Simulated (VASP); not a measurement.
# CdS (Hawleyite) (P1) in VASP: further runs, part 2 of 2

VASP 6.6.1. The steps go on from the part before.

## (4) Single point, PBE

File INCAR:

```
SYSTEM = CdS
PREC     = Accurate       ! precision mode
ENCUT    = 520            ! plane-wave cutoff, eV
EDIFF    = 1E-6           ! SCF threshold, eV
ISMEAR   = 0              ! smearing method
SIGMA    = 0.01           ! smearing width, eV
LREAL    = .FALSE.        ! projectors in reciprocal space
LASPH    = .TRUE.         ! aspherical terms in the spheres
NELM     = 60             ! most SCF steps
ALGO     = Normal         ! electronic algorithm
ISIF     = 2              ! what is computed and relaxed
LWAVE    = .FALSE.        ! write WAVECAR
LCHARG   = .FALSE.        ! write CHGCAR
GGA      = PE             ! functional
NBANDS   = 16             ! bands
```

File KPOINTS:

```
regular mesh
0
G
  4 4 4
  0 0 0
```

File POSCAR:

```
CdS
1.0
    0.1092100000      2.7946300000      2.8727300000
    2.9731000000      0.0482800000      2.9336600000
    2.9353200000      2.8177700000      0.0860700000
Cd S
1 1
Direct
    0.9986200000      0.0004500000      0.0030200000
    0.2520168818      0.2456937949      0.2510604541
```

Potentials or basis: VASP PAW PBE potentials, release 64 (Cd, S).

The run is started by

```sh
> cat potpaw_PBE.64/Cd/POTCAR potpaw_PBE.64/S/POTCAR > POTCAR
> mpirun -np 1 vasp_std > vasp.out
```

OUTCAR:

```text
SYSTEM = CdS
   PREC = Accurate
   ENCUT = 520
   EDIFF = 1E-6
   ISMEAR = 0
   LREAL = .FALSE.
   LASPH = .TRUE.
   NELM = 60
   ISIF = 2
   GGA = PE

 ion  position               nearest neighbor table
   1  0.999  0.000  0.003-   2 2.40   2 2.44   2 2.50   2 2.52
   2  0.252  0.246  0.251-   1 2.40   1 2.44   1 2.50   1 2.52

  LATTYP: Found a triclinic cell.
 ALAT       =     6.9683593206
 B/A-ratio  =     0.5840411033
 C/A-ratio  =     2.3330346980
 COS(alpha) =     0.0004532162
[... 649 lines left out ...]
------------------------ aborting loop because EDIFF is reached ----------------------------------------

  FORCE on cell =-STRESS in cart. coord.  units (eV):
  Direction    XX          YY          ZZ          XY          YZ          ZX
  --------------------------------------------------------------------------------------
  -------------------------------------------------------------------------------------
  Total        2.6891597      2.7845967      2.7435248     -0.5003298      0.0822437     -1.1178776
  in kB       93.4459723     96.7623266     95.3351127    -17.3860286      2.8578978    -38.8452797
  external PRESSURE =      95.1811372 kB  Pullay stress =       0.0000000 kB

 VOLUME and BASIS-vectors are now :
 -----------------------------------------------------------------------------
  energy-cutoff  :      520.00
  volume of cell :       46.11
      direct lattice vectors                 reciprocal lattice vectors
     0.109210000  2.794630000  2.872730000    -0.179196847  0.181216335  0.178623637
     2.973100000  0.048280000  2.933660000     0.170346448 -0.182683487  0.171241021
     2.935320000  2.817770000  0.086070000     0.174806516  0.178292534 -0.180090814

 POSITION                                       TOTAL-FORCE (eV/Angst)
 -----------------------------------------------------------------------------------
      0.11926      2.79930      2.87035        -0.097444      0.548967      0.249203
      1.49494      1.42359      1.46637         0.097444     -0.548967     -0.249203
 -----------------------------------------------------------------------------------
    total drift:                                0.000180     -0.000143     -0.000370

  FREE ENERGIE OF THE ION-ELECTRON SYSTEM (eV)
  ---------------------------------------------------
  free  energy   TOTEN  =        -5.9165169497 eV

  energy  without entropy=       -5.9165169497  energy(sigma->0) =       -5.91651695
```

OSZICAR:

```text
N       E                     dE             d eps       ncg     rms          rms(c)
DAV:   1     0.108208932244E+03    0.10821E+03   -0.92561E+03  1200   0.105E+03
DAV:   2    -0.236306226826E+01   -0.11057E+03   -0.10430E+03  1416   0.253E+02
DAV:   3    -0.645308787262E+01   -0.40900E+01   -0.40837E+01  1424   0.508E+01
DAV:   4    -0.647811941368E+01   -0.25032E-01   -0.25028E-01  1520   0.387E+00
DAV:   5    -0.647844558584E+01   -0.32617E-03   -0.32617E-03  1360   0.415E-01    0.966E+00
DAV:   6    -0.594030707234E+01    0.53814E+00   -0.81026E-01  1696   0.123E+01    0.751E+00
DAV:   7    -0.591601750137E+01    0.24290E-01   -0.24259E-01  1520   0.341E+00    0.342E+00
DAV:   8    -0.591648086460E+01   -0.46336E-03   -0.24563E-02  1400   0.207E+00    0.396E-01
DAV:   9    -0.591635647693E+01    0.12439E-03   -0.29379E-03  1480   0.861E-01    0.722E-02
DAV:  10    -0.591644539914E+01   -0.88922E-04   -0.28432E-04  1416   0.208E-01    0.587E-02
DAV:  11    -0.591651890543E+01   -0.73506E-04   -0.10760E-04  1344   0.883E-02    0.174E-02
DAV:  12    -0.591651597210E+01    0.29333E-05   -0.24374E-05  1512   0.704E-02    0.104E-02
DAV:  13    -0.591651702959E+01   -0.10575E-05   -0.36711E-06  1408   0.192E-02    0.614E-03
DAV:  14    -0.591651694967E+01    0.79919E-07   -0.21017E-07   992   0.356E-03
   1 F= -.59165169E+01 E0= -.59165169E+01  d E =-.202734E-21
```

stdout:

```text
POSCAR found type information on POSCAR CdS
 POSCAR found :  2 types and       2 ions
 scaLAPACK will be used
 LDA part: xc-table for (Slater+PW92), standard interpolation
 POSCAR, INCAR and KPOINTS ok, starting setup
 FFT: planning ... GRIDC
 FFT: planning ... GRID_SOFT
 FFT: planning ... GRID
 WAVECAR not read
 entering main loop
```

Wall time 50 s (1 thread of AMD EPYC 7R13, shared host); peak memory 0.15 GiB.

Results:

| Item | Value |
| --- | --- |
| Free energy | -5.9165 eV |
| Pressure | 9.5 GPa |
| Largest force | 0.611 eV/Å |
| Band gap on the k mesh | 1.21 eV, direct |

Forces on the atoms (eV/Å):
```
Cd  -0.097  0.549  0.249
S    0.097 -0.549 -0.249
```

Stress tensor (GPa, compression positive):
```
 9.34 -1.74 -3.88
-1.74  9.68  0.29
-3.88  0.29  9.53
```

Caveat: the k points lie up to 0.49 Å⁻¹ apart.

## (5) Single point, PBE

File INCAR:

```
PREC     = Accurate       # precision mode
ENCUT    = 520            # plane-wave cutoff, eV
EDIFF    = 1E-6           # SCF threshold, eV
ISMEAR   = 0              # smearing method
SIGMA    = 0.01           # smearing width, eV
LREAL    = False          # projectors in reciprocal space
LASPH    = True           # aspherical terms in the spheres
NELM     = 80             # most SCF steps
ALGO     = Normal         # electronic algorithm
ISIF     = 2              # what is computed and relaxed
LWAVE    = False          # write WAVECAR
LCHARG   = False          # write CHGCAR
GGA      = PE             # functional
NBANDS   = 16             # bands
```

File KPOINTS:

```
regular mesh
0
Gamma
  4 4 4
```

Changes to POSCAR since step 4:

```diff
@@ -9,2 +9,2 @@
     0.9986200000      0.0004500000      0.0030200000
-    0.2520168818      0.2456937949      0.2510604541
+    0.2564824727      0.2499748204      0.2465581837
```

The run is started by

```sh
> cat potpaw_PBE.64/Cd/POTCAR potpaw_PBE.64/S/POTCAR > POTCAR
> mpirun -np 1 vasp_std > vasp.out
```

Run time: 47 s. Hardware: 1 thread of AMD EPYC 7R13, shared host; peak memory 0.15 GiB.

It converged, with:

```
Free energy            : -5.9081 eV
Pressure               : 9.6 GPa
Largest force          : 0.716 eV/Å
Band gap on the k mesh : 1.22 eV, direct
```

Forces on the atoms (eV/Å):
```
Cd  -0.143  0.560  0.422
S    0.143 -0.560 -0.422
```

Stress tensor (GPa, compression positive):
```
 9.48 -2.66 -3.91
-2.66  9.81  0.46
-3.91  0.46  9.60
```

Levels at points of the mesh, in eV from the valence-band top:
| k point | band 6 | band 7 | band 8 | band 9 | band 10 | band 11 | band 12 | band 13 |
| --- | --- | --- | --- | --- | --- | --- | --- | --- |
| (0.00, 0.00, 0.00) | -7.53 | -0.20 | -0.01 | 0.00 | 1.22 | 6.05 | 6.51 | 6.83 |
| (0.50, 0.00, 0.00) | -7.06 | -5.00 | -1.19 | -0.97 | 2.89 | 6.56 | 7.10 | 7.81 |
| (0.00, 0.50, 0.00) | -7.10 | -4.93 | -0.93 | -0.84 | 3.08 | 6.75 | 7.13 | 7.61 |
| (0.50, 0.50, 0.00) | -7.03 | -4.39 | -2.31 | -2.06 | 3.35 | 4.41 | 9.32 | 11.00 |
| (0.00, 0.00, 0.50) | -7.06 | -4.91 | -1.03 | -0.91 | 2.90 | 6.47 | 7.26 | 7.69 |
| (0.50, 0.00, 0.50) | -6.96 | -4.21 | -2.53 | -2.07 | 3.16 | 4.24 | 9.71 | 10.96 |
| (0.00, 0.50, 0.50) | -7.06 | -4.48 | -2.17 | -2.09 | 3.42 | 4.51 | 9.17 | 11.11 |
| (0.50, 0.50, 0.50) | -7.14 | -4.91 | -0.84 | -0.68 | 3.23 | 7.04 | 7.13 | 7.46 |

Caveat: the k points lie up to 0.49 Å⁻¹ apart.

## (6) Single point, PBE

File INCAR:

```
  PREC = Accurate
  ENCUT = 520
  EDIFF = 1E-6
  ISMEAR = 0
  SIGMA = 0.01
  LREAL = F
  LASPH = T
  NELM = 100
  ALGO = Normal
  ISIF = 2
  LWAVE = F
  LCHARG = T
  GGA = PE
  LELF = T
  LVHAR = T
  NBANDS = 16
```

KPOINTS is that of step 5.

Changes to POSCAR since step 5:

```diff
@@ -9,2 +9,2 @@
     0.9986200000      0.0004500000      0.0030200000
-    0.2564824727      0.2499748204      0.2465581837
+    0.2493375273      0.2431251796      0.2537618163
```

Potentials or basis: VASP PAW PBE potentials, release 64 (Cd, S).

The run is started by

```sh
> cat potpaw_PBE.64/Cd/POTCAR potpaw_PBE.64/S/POTCAR > POTCAR
> mpirun -np 1 vasp_std > vasp.out
```

It took 52 s on 1 thread of AMD EPYC 7R13, shared host; peak memory 0.15 GiB.

The run converged. Its results:

```
Free energy            : -5.9195 eV
Pressure               : 9.5 GPa
Largest force          : 0.567 eV/Å
Band gap on the k mesh : 1.21 eV, direct
```

Forces on the atoms (eV/Å):
```
Cd  -0.070  0.543  0.146
S    0.070 -0.543 -0.146
```

Stress tensor (GPa, compression positive):
```
 9.30 -1.19 -3.87
-1.19  9.62  0.18
-3.87  0.18  9.49
```

Levels at points of the mesh, in eV from the valence-band top:
```csv
k point,band 6,band 7,band 8,band 9,band 10,band 11,band 12,band 13
"(0.00, 0.00, 0.00)",-7.53,-0.20,-0.02,0.00,1.21,6.06,6.51,6.82
"(0.50, 0.00, 0.00)",-7.05,-4.96,-1.18,-0.95,2.85,6.51,7.10,7.78
"(0.00, 0.50, 0.00)",-7.09,-4.88,-0.91,-0.83,3.04,6.80,7.02,7.58
"(0.50, 0.50, 0.00)",-7.03,-4.39,-2.32,-2.06,3.32,4.42,9.32,11.01
"(0.00, 0.00, 0.50)",-7.07,-4.96,-1.08,-0.91,2.93,6.53,7.23,7.71
"(0.50, 0.00, 0.50)",-6.97,-4.21,-2.54,-2.08,3.15,4.24,9.70,10.95
"(0.00, 0.50, 0.50)",-7.07,-4.48,-2.18,-2.08,3.41,4.51,9.17,11.09
"(0.50, 0.50, 0.50)",-7.15,-4.97,-0.87,-0.71,3.26,7.06,7.15,7.46
```

Caveat: the k points lie up to 0.49 Å⁻¹ apart.
